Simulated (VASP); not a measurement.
# Ca31S32 (a cell with a defect) in VASP: relaxation of the atoms with PBEsol

Aim: the relaxation of the atoms of Ca31S32 (a cell with a defect) with PBEsol.

Everything below comes from runs of VASP 6.6.1. Logs are shortened: lines on timing, memory, paths and dates and some standing lists are left out, and cuts for length are marked.

### Step 1. The cell of the first run

The cell holds a defect, 63 atoms: a = 11.266 Å, b = 11.266 Å, c = 11.266 Å, α = 90.00°, β = 90.00°, γ = 90.00°.

### Step 2. Relaxation of the atoms, PBEsol

INCAR

```
SYSTEM = Ca31S32
ALGO     = Normal         ! electronic algorithm
EDIFF    = 1E-7           ! SCF threshold, eV
EDIFFG   = -0.03          ! ionic threshold
ENCUT    = 450            ! plane-wave cutoff, eV
GGA      = PS             ! functional
GGA_COMPAT= .FALSE.      
IBRION   = 2              ! ionic algorithm
ISIF     = 2              ! what is computed and relaxed
ISMEAR   = -1             ! smearing method
ISYM     = -1           
KPAR     = 1            
LASPH    = .TRUE.         ! aspherical terms in the spheres
LCHARG   = .FALSE.        ! write CHGCAR
LREAL    = Auto         
LWAVE    = .FALSE.        ! write WAVECAR
NELECT   = 504.0        
NELM     = 120            ! most SCF steps
NELMIN   = 4            
NSW      = 100            ! ionic steps
PREC     = Accurate       ! precision mode
SIGMA    = 0.05           ! smearing width, eV
```

KPOINTS

```
explicit points
1
Reciprocal
  0.25000000   0.25000000   0.25000000 1
```

POSCAR

```
Ca31S32
1.0
   11.2664380000      0.0000000000      0.0000000000
    0.0000000000     11.2664380000      0.0000000000
    0.0000000000      0.0000000000     11.2664380000
S Ca
32 31
Direct
    0.2500160000      0.0023610000      0.9999760000
    0.2529870000      0.9990150000      0.4987480000
    0.2498240000      0.4988680000      0.9976260000
    0.2510930000      0.4995870000      0.5011760000
    0.7498780000      0.0012690000      0.0002880000
    0.7496070000      0.0016930000      0.4997940000
    0.7517540000      0.4986140000      0.0013400000
    0.7517550000      0.4982630000      0.4965380000
    0.0021790000      0.2538840000      0.9987500000
    0.0006130000      0.2507900000      0.5008740000
    0.9994990000      0.7512100000      0.0011030000
    0.0005310000      0.7498340000      0.5012200000
    0.4995180000      0.2493550000      0.9985660000
    0.5022050000      0.2470790000      0.4998530000
    0.4990350000      0.7475210000      0.0014740000
    0.5006840000      0.7490550000      0.4953520000
    0.9994950000      0.0000150000      0.2495620000
    0.0000200000      0.0026960000      0.7513920000
    0.0013200000      0.5028310000      0.2484420000
    0.0005150000      0.4994080000      0.7505620000
    0.5000970000      0.0036920000      0.2512310000
    0.5007900000      0.0027260000      0.7498970000
    0.4983550000      0.5017850000      0.2508820000
    0.4978540000      0.4979820000      0.7502470000
    0.2472040000      0.2489370000      0.2495190000
    0.2495640000      0.2482150000      0.7480200000
    0.2467310000      0.7501450000      0.2484250000
    0.2493800000      0.7497410000      0.7463430000
    0.7506490000      0.2480610000      0.2496400000
    0.7483420000      0.2486040000      0.7507410000
    0.7511990000      0.7494920000      0.2509300000
    0.7512720000      0.7481720000      0.7521260000
    0.0033940000      0.0000280000      0.9997820000
    0.0001500000      0.9993150000      0.4990200000
    0.0019680000      0.4975190000      0.0025900000
    0.9986490000      0.5009010000      0.4984640000
    0.4989660000      0.9967570000      0.0006230000
    0.5014340000      0.0018370000      0.5003940000
    0.4958450000      0.5010900000      0.9985330000
    0.2524590000      0.2540710000      0.9969470000
    0.2514180000      0.2528950000      0.5005820000
    0.2518860000      0.7473730000      0.0003120000
    0.2501740000      0.7509940000      0.5020290000
    0.7478610000      0.2508230000      0.9974920000
    0.7501050000      0.2525070000      0.5015800000
    0.7489580000      0.7474430000      0.0015590000
    0.7476700000      0.7504590000      0.5004720000
    0.2494080000      0.0024630000      0.2501160000
    0.2497870000      0.0035600000      0.7522790000
    0.2512440000      0.5010490000      0.2488040000
    0.2470990000      0.4980020000      0.7473590000
    0.7508330000      0.0006470000      0.2489200000
    0.7476490000      0.0010030000      0.7485410000
    0.7494510000      0.4988580000      0.2511550000
    0.7481430000      0.4989200000      0.7495050000
    0.0010960000      0.2487300000      0.2508120000
    0.0007170000      0.2515410000      0.7479550000
    0.9997370000      0.7516920000      0.2512340000
    0.9988890000      0.7492280000      0.7509970000
    0.4995080000      0.2504800000      0.2475310000
    0.5042940000      0.2489430000      0.7496610000
    0.4983930000      0.7503780000      0.2492820000
    0.5001950000      0.7517670000      0.7511330000
```

Potentials or basis: VASP PAW PBE potentials, release 64 (S, Ca_sv).

Started as:

```bash
> cat potpaw_PBE.64/S/POTCAR potpaw_PBE.64/Ca_sv/POTCAR > POTCAR
> mpirun -np 8 vasp_std > vasp.out
```

OUTCAR:

```text
SYSTEM = Ca31S32
   EDIFF = 1E-7
   EDIFFG = -0.03
   ENCUT = 450
   GGA = PS
   IBRION = 2
   ISIF = 2
   ISMEAR = -1
   ISYM = -1
   LASPH = .TRUE.
   LREAL = Auto
   NELECT = 504.0
   NELM = 120
   NELMIN = 4
   NSW = 100
   PREC = Accurate

 ion  position               nearest neighbor table
   1  0.250  0.002  1.000-  33 2.78  49 2.79  37 2.81  48 2.82  40 2.84  42 2.87
   2  0.253  0.999  0.499-  43 2.79  38 2.80  48 2.80  34 2.85  49 2.86  41 2.86
   3  0.250  0.499  0.998-  40 2.76  39 2.77  35 2.79  42 2.80  51 2.82  50 2.83
   4  0.251  0.500  0.501-  51 2.77  41 2.78  43 2.83  50 2.84  36 2.84
   5  0.750  0.001  0.000-  52 2.80  44 2.81  37 2.83  53 2.84  33 2.86  46 2.86
   6  0.750  0.002  0.500-  38 2.80  53 2.80  34 2.82  45 2.83  52 2.83  47 2.83
   7  0.752  0.499  0.001-  44 2.79  46 2.80  54 2.81  35 2.82  55 2.84  39 2.88
   8  0.752  0.498  0.497-  54 2.76  45 2.77  36 2.78  47 2.84  55 2.85
   9  0.002  0.254  0.999-  35 2.75  40 2.82  57 2.83  56 2.84  33 2.86  44 2.87
  10  0.001  0.251  0.501-  57 2.78  56 2.82  36 2.82  45 2.82  41 2.83  34 2.83
  11  0.999  0.751  0.001-  33 2.80  59 2.82  58 2.82  46 2.82  42 2.84  35 2.86
  12  0.001  0.750  0.501-  36 2.80  34 2.81  43 2.81  59 2.81  58 2.82  47 2.85
  13  0.500  0.249  0.999-  40 2.78  44 2.80  61 2.80  60 2.80  39 2.84  37 2.85
  14  0.502  0.247  0.500-  38 2.76  45 2.79  61 2.81  41 2.83  60 2.84
  15  0.499  0.748  0.001-  39 2.78  42 2.78  62 2.79  37 2.81  46 2.82  63 2.82
  16  0.501  0.749  0.495-  62 2.77  47 2.78  43 2.82  38 2.85  63 2.88
  17  0.999  0.000  0.250-  58 2.80  52 2.80  56 2.80  34 2.81  33 2.81  48 2.82
  18  0.000  0.003  0.751-  33 2.80  57 2.80  49 2.81  53 2.84  34 2.84  59 2.86
  19  0.001  0.503  0.248-  35 2.77  58 2.80  50 2.82  36 2.82  54 2.84  56 2.86
  20  0.001  0.499  0.751-  51 2.78  57 2.79  59 2.81  35 2.84  36 2.84  55 2.84
  21  0.500  0.004  0.251-  60 2.78  38 2.81  48 2.82  37 2.82  52 2.83  62 2.85
  22  0.501  0.003  0.750-  61 2.77  53 2.78  38 2.81  37 2.83  63 2.83  49 2.83
[... 39 lines left out ...]
  62  0.498  0.750  0.249-  16 2.77  15 2.79  23 2.80  27 2.84  31 2.85  21 2.85
  63  0.500  0.752  0.751-  15 2.82  28 2.83  22 2.83  32 2.83  24 2.86  16 2.88

IMPORTANT INFORMATION: All symmetrisations will be switched off!
NOSYMM: (Re-)initialisation of all symmetry stuff for point group C_1.

----------------------------------------------------------------------------------------

                                     Primitive cell

  volume of cell :    1430.0786

  direct lattice vectors                    reciprocal lattice vectors
    11.266438000  0.000000000  0.000000000     0.088759198  0.000000000  0.000000000
     0.000000000 11.266438000  0.000000000     0.000000000  0.088759198  0.000000000
     0.000000000  0.000000000 11.266438000     0.000000000  0.000000000  0.088759198

  length of vectors
    11.266438000 11.266438000 11.266438000     0.088759198  0.088759198  0.088759198

  position of ions in fractional coordinates (direct lattice)
     0.250016000  0.002361000  0.999976000
     0.252987000  0.999015000  0.498748000
     0.249824000  0.498868000  0.997626000
     0.251093000  0.499587000  0.501176000
     0.749878000  0.001269000  0.000288000
     0.749607000  0.001693000  0.499794000
[... 55 lines left out ...]
     0.498393000  0.750378000  0.249282000
     0.500195000  0.751767000  0.751133000

  ion indices of the primitive-cell ions
   primitive index   ion index
                 1           1
                 2           2
                 3           3
                 4           4
                 5           5
                 6           6
[... 55 lines left out ...]
                62          62
                63          63

----------------------------------------------------------------------------------------

 KPOINTS: explicit points

Read explicit list of k-points.

 Found      1 k-points:

 Following reciprocal coordinates:
            Coordinates               Weight
  0.250000  0.250000  0.250000      1.000000
   k-points           NKPTS =      1   k-points in BZ     NKDIM =      1   number of bands    NBANDS=    304
   number of dos      NEDOS =    301   number of ions     NIONS =     63
   total plane-waves  NPLWV = 512000
   dimension x,y,z NGX =    80 NGY =   80 NGZ =   80
   dimension x,y,z NGXF=   160 NGYF=  160 NGZF=  160
   ions per type =              32  31
   NGX,Y,Z   is equivalent  to a cutoff of  11.80, 11.80, 11.80 a.u.
   NGXF,Y,Z  is equivalent  to a cutoff of  23.61, 23.61, 23.61 a.u.
 SYSTEM =  Ca31S32
   PREC   = accura    normal or accurate (medium, high low for compatibility)
   ISTART =      0    job   : 0-new  1-cont  2-samecut
   ICHARG =      2    charge: 1-file 2-atom 10-const
   ISPIN  =      1    spin polarized calculation?
   LNONCOLLINEAR =      F non collinear calculations
   LSORBIT =      F    spin-orbit coupling
   LASPH  =      T    aspherical Exc in radial PAW
   ENCUT  =  450.0 eV  33.07 Ry    5.75 a.u.  19.49 19.49 19.49*2*pi/ulx,y,z
   NELM   =    120;   NELMIN=  4; NELMDL= -5     # of ELM steps
   EDIFF  = 0.1E-06   stopping-criterion for ELM
   LREAL  =      T    real-space projection
   EDIFFG = -.3E-01   stopping-criterion for IOM
   NSW    =    100    number of steps for IOM
   IBRION =      2    ionic relax: 0-MD 1-quasi-New 2-CG
   NFREE  =      1    steps in history (QN), initial steepest desc. (CG)
   ISIF   =      2    stress and relaxation
   ISYM   =     -1    0-nonsym 1-usesym 2-fastsym
   POTIM  = 0.5000    time-step for ionic-motion
   TEBEG  =    0.0;   TEEND  =   0.0 temperature during run
   PSTRESS=    0.0 pullay stress
   NELECT =     504.0000    total number of electrons
   NUPDOWN=      -1.0000    fix difference up-down
   EMIN   =  10.00;   EMAX   =-10.00  energy-range for DOS
   EFERMI =   0.00;   METHOD = LEGACY
   ISMEAR =    -1;   SIGMA  =   0.05  broadening in eV -4-tet -1-fermi 0-gaus
   EFERMI_NEDOS =   21; number of points for ismear=-14 and -15
   IALGO  =     38    algorithm
   IMIX   =      4    mixing-type and parameters
     AMIX     =   0.40;   BMIX     =  1.00
     AMIX_MAG =   1.60;   BMIX_MAG =  1.00
  volume/ion in A,a.u.               =      22.70       153.18
  Fermi-wavevector in a.u.,A,eV,Ry     =   1.156374  2.185230 18.193727  1.337201
  Thomas-Fermi vector in A             =   2.292995
   LORBIT       =      0    0 simple, 1 ext, 2 COOP (PROOUT), +10 PAW based schemes
   GGA     = PS    functional components
   LHFCALC =     F    Hartree Fock is set to
   AEXX    =    0.0000 exact exchange contribution
   IVDW    =     0    specifies the selected vdW correction
   LEPSILON=     F    determine dielectric tensor
   LRPA    =     F    only Hartree local field effects (RPA)
 conjugate gradient relaxation of ions
 non-spin polarized calculation
  energy-cutoff  :      450.00
  volume of cell :     1430.08
 maximum number of plane-waves:     31037
 NGX is ok and might be reduce to    80
   NGX = 39   NGY = 39   NGZ = 39

--------------------------------------- Ionic step        1  -------------------------------------------

 number of electron     504.0000005 magnetization

 Free energy of the ion-electron system (eV)
  ---------------------------------------------------
  ext. energy  EPLUGINS =         0.00000000
  ---------------------------------------------------
  free energy    TOTEN  =      -333.63381004 eV

  energy without entropy =     -333.63381004  energy(sigma->0) =     -333.63381004

------------------------ aborting loop because EDIFF is reached ----------------------------------------

  FORCE on cell =-STRESS in cart. coord.  units (eV):
  Direction    XX          YY          ZZ          XY          YZ          ZX
  --------------------------------------------------------------------------------------
  -------------------------------------------------------------------------------------
  Total       13.5518646     13.9309653     13.4191304     -1.0850902     -1.1593937     -1.1452800
  in kB       15.1827256     15.6074482     15.0340179     -1.2156723     -1.2989177     -1.2831055
  external PRESSURE =      15.2747306 kB  Pullay stress =       0.0000000 kB
[... 470 lines left out ...]
  energy  without entropy=     -334.2882561104  energy(sigma->0) =     -334.28825611

--------------------------------------- Ionic step        6  -------------------------------------------

 number of electron     503.9999990 magnetization

 Free energy of the ion-electron system (eV)
  ---------------------------------------------------
  ext. energy  EPLUGINS =         0.00000000
  ---------------------------------------------------
  free energy    TOTEN  =      -334.29076146 eV

  energy without entropy =     -334.29076146  energy(sigma->0) =     -334.29076146

 E-fermi :   4.1227     XC(G=0):  -9.5836

 val. band max:        2.7498569113   @ k =   0.2500   0.2500   0.2500
 cond. band min:       5.3838892289   @ k =   0.2500   0.2500   0.2500
 fundamental gap:      2.6340323176
 Fermi energy:         4.1226715171

 k-point     1 :       0.2500    0.2500    0.2500
  band No.  band energies     occupation
      1     -36.3088      2.00000
      2     -36.2966      2.00000
      3     -36.2958      2.00000
      4     -36.2949      2.00000
      5     -36.2944      2.00000
      6     -36.2931      2.00000
[... 256 lines left out ...]
    263       6.6786      0.00000
    264       6.6869      0.00000
 [bands above 264 left out]

------------------------ aborting loop because EDIFF is reached ----------------------------------------

  FORCE on cell =-STRESS in cart. coord.  units (eV):
  Direction    XX          YY          ZZ          XY          YZ          ZX
  --------------------------------------------------------------------------------------
  -------------------------------------------------------------------------------------
  Total       15.1195026     15.1319062     15.1104212     -1.0194863     -0.9933153     -0.9866429
  in kB       16.9390166     16.9529128     16.9288423     -1.1421735     -1.1128531     -1.1053777
  external PRESSURE =      16.9402573 kB  Pullay stress =       0.0000000 kB
[... 78 lines left out ...]
  FREE ENERGIE OF THE ION-ELECTRON SYSTEM (eV)
  ---------------------------------------------------
  free  energy   TOTEN  =      -334.2907614599 eV

  energy  without entropy=     -334.2907614598  energy(sigma->0) =     -334.29076146

 reached required accuracy - stopping structural energy minimisation
```

Wall time 4.5 min (8 MPI ranks of AMD EPYC 9R45 (Zen 5), shared host); peak memory 0.35 GiB.

Results:

```
Free energy                  : -334.2908 eV
Energy gained by relaxing    : 10.4 meV/atom
Ionic steps                  : 6
Largest force after relaxing : 0.023 eV/Å
```

Forces on the atoms (eV/Å):
```
S   -0.005 -0.005 -0.009
S   -0.012 -0.003 -0.008
S   -0.004  0.001  0.017
S   -0.004 -0.008  0.013
S   -0.009  0.005  0.004
S    0.000 -0.005  0.007
S    0.010  0.012 -0.013
S   -0.004 -0.010  0.002
S   -0.005  0.001 -0.002
S   -0.008 -0.005  0.004
S   -0.006 -0.005 -0.007
S    0.004  0.008 -0.016
S   -0.002 -0.002  0.003
S   -0.004  0.002  0.014
S    0.001  0.020 -0.006
S    0.007 -0.001 -0.003
S    0.002 -0.003  0.005
S    0.004 -0.005 -0.003
S   -0.010  0.002 -0.016
S    0.015 -0.001  0.004
S    0.002 -0.011 -0.014
S    0.005  0.005  0.002
S   -0.001  0.000  0.000
S    0.012 -0.006  0.003
S    0.002 -0.008  0.005
S   -0.006 -0.003  0.012
S    0.005 -0.005 -0.002
S   -0.001 -0.007  0.001
S    0.004  0.001  0.008
S   -0.008 -0.004 -0.004
S    0.007  0.002 -0.007
S    0.005  0.006 -0.014
Ca  -0.006 -0.021  0.003
Ca  -0.008 -0.001 -0.009
Ca  -0.006  0.000 -0.001
Ca  -0.003 -0.003  0.004
Ca   0.000  0.015 -0.003
Ca  -0.011  0.010 -0.003
Ca   0.006  0.005 -0.003
Ca   0.001  0.000  0.007
Ca  -0.021  0.005  0.009
Ca   0.007 -0.003  0.014
Ca  -0.008  0.004  0.005
Ca  -0.008  0.011 -0.001
Ca  -0.004 -0.004  0.002
Ca  -0.005  0.003 -0.013
Ca  -0.001  0.008 -0.007
Ca   0.011 -0.005  0.005
Ca   0.002  0.006 -0.009
Ca  -0.004  0.002 -0.010
Ca   0.004  0.005  0.014
Ca  -0.005  0.004  0.014
Ca  -0.001  0.011 -0.012
Ca   0.013  0.013  0.000
Ca   0.018  0.002  0.009
Ca   0.001  0.004  0.002
Ca   0.004 -0.006 -0.002
Ca   0.004 -0.014 -0.007
Ca   0.001 -0.002 -0.016
Ca   0.013 -0.019 -0.001
Ca  -0.004 -0.003  0.007
Ca   0.014 -0.004  0.014
Ca   0.001  0.008  0.007
```

The path:
```csv
step,energy change (eV),largest force (eV/Å),pressure (GPa)
1,0.0000,0.8339,1.53
2,-0.3940,0.5094,1.56
3,-0.6166,0.1940,1.66
4,-0.6411,0.1168,1.67
5,-0.6544,0.0534,1.69
6,-0.6570,0.0234,1.69
```

Final structure:
```xyz
63
Lattice="11.2664 0.0000 0.0000 0.0000 11.2664 0.0000 0.0000 0.0000 11.2664" Properties=species:S:1:pos:R:3 pbc="T T T"
S     2.8106    0.0051   11.2653
S     2.8007    0.0055    5.6322
S     2.7933    5.6363   11.2558
S     2.7240    5.6396    5.6242
S     8.4624   11.2624   11.2649
S     8.4764    0.0014    5.6317
S     8.4684    5.6279    0.0015
S     8.5474    5.6350    5.6309
S     0.0050    2.8117   11.2625
S     0.0076    2.7998    5.6288
S    11.2657    8.4633    0.0049
S    11.2654    8.4753    5.6393
S     5.6361    2.7932   11.2598
S     5.6413    2.7219    5.6252
S     5.6307    8.4669   11.2659
S     5.6319    8.5467    5.6312
S     0.0005    0.0068    2.8067
S    11.2662    0.0045    8.4599
S     0.0006    5.6386    2.7959
S    11.2594    5.6367    8.4693
S     5.6332    0.0059    2.7946
S     5.6333   11.2646    8.4704
S     5.6305    5.6377    2.7167
S     5.6260    5.6329    8.5397
S     2.8096    2.8171    2.7999
S     2.8113    2.8110    8.4467
S     2.8041    8.4661    2.8056
S     2.8049    8.4618    8.4546
S     8.4589    2.8093    2.8030
S     8.4611    2.8072    8.4549
S     8.4535    8.4588    2.8120
S     8.4533    8.4544    8.4639
Ca    0.0037    0.0077   11.2655
Ca    0.0053    0.0045    5.6355
Ca   11.2658    5.6362   11.2662
Ca    0.0021    5.6381    5.6308
Ca    5.6349   11.2621   11.2660
Ca    5.6397   11.2662    5.6320
Ca    5.6298    5.6302   11.2620
Ca    2.8334    2.8341   11.2570
Ca    2.8812    2.8748    5.6243
Ca    2.8265    8.4397   11.2611
Ca    2.8695    8.4026    5.6296
Ca    8.4402    2.8257   11.2631
Ca    8.4045    2.8700    5.6286
Ca    8.4357    8.4317    0.0057
Ca    8.3951    8.3955    5.6360
Ca    2.8291    0.0082    2.8276
Ca    2.8305    0.0020    8.4357
Ca    2.8690    5.6403    2.8649
Ca    2.8636    5.6348    8.3870
Ca    8.4377    0.0007    2.8266
Ca    8.4368   11.2621    8.4378
Ca    8.3929    5.6319    2.8680
Ca    8.3878    5.6307    8.3927
Ca    0.0018    2.8351    2.8270
Ca    0.0013    2.8351    8.4322
Ca   11.2629    8.4442    2.8348
Ca   11.2623    8.4391    8.4427
Ca    5.6326    2.8776    2.8643
Ca    5.6362    2.8685    8.3900
Ca    5.6271    8.4021    2.8647
Ca    5.6292    8.3937    8.3932
```

Levels at points of the mesh, in eV from the Fermi level:
```
           k point  band 248  band 249  band 250  band 251  band 252  band 253  band 254  band 255  band 256  band 257
(0.25, 0.25, 0.25)     -1.82     -1.74     -1.73     -1.37     -1.37      1.26      1.26      1.27      1.67      1.68
```

Caveat: the cell carries a net charge on a neutralising background, which shifts energy and pressure; the cell is charged against a uniform background, so pressure and absolute levels hang on convention; the PAW data sets were made with another functional, which shifts forces and pressure a little.
